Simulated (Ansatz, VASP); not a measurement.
**Cu in VASP and in Ansatz**

Contents of INCAR:

```
PREC = Accurate ; ENCUT = 520
EDIFF = 1E-6 ; ISMEAR = 0
SIGMA = 0.1 ; LREAL = False
LASPH = True ; NELM = 100
ALGO = Fast ; ISIF = 2
LWAVE = False ; LCHARG = True
GGA = PE ; LELF = True
LVHAR = True ; NBANDS = 12
```

KPOINTS

```
regular mesh
0
Gamma
  30 30 30
```

POSCAR

```
Cu
1.0
   -1.4427933200      1.4427933200      1.3760814500
    1.4427933200     -1.4427933200      1.3760814500
    1.4427933200      1.4427933200     -1.3760814500
Cu
1
Direct
    0.0000000000      0.0000000000      0.0000000000
```

Input for Ansatz:

```yaml
crystal:
  lattice:
    - [-1.44279332, 1.44279332, 1.37608145]
    - [1.44279332, -1.44279332, 1.37608145]
    - [1.44279332, 1.44279332, -1.37608145]
  atoms:
    - { symbol: Cu, position: [0.0, 0.0, 0.0] }
basis:
  ecutwfc: 420
kpoints:
  mp_grid: { grid: [30, 30, 30] }
hamiltonian:
  xc: pbe
scf:
  occupations: { method: gaussian, width: 0.1 }
output:
  forces: true
  stress: true
  eigenvalues: true
```

Alike in both runs: task single point; functional PBE; k mesh 30 × 30 × 30; occupations gaussian, width 0.1 eV; no spin polarisation.

|  | VASP | Ansatz |
| --- | --- | --- |
| version | VASP 6.6.1 | Ansatz 0.2.0 |
| potentials or method | VASP PAW PBE potentials, release 64 (Cu), cutoff 520 eV | scalar-relativistic, plane waves, PAW |
| valence electrons in the cell | 11 | 19 |

|  | VASP | Ansatz | Ansatz less VASP |
| --- | --- | --- | --- |
| gap on the k mesh at the Fermi level (eV) | none | none | - |
| pressure (GPa) | 8.1 | 7.3 | -0.81 |

A gap of «none» marks a metal or a gap that the smearing closes. VASP's potentials hold 11 valence electrons a cell and Ansatz's 19, so a difference there can come from the potentials and not from the codes.
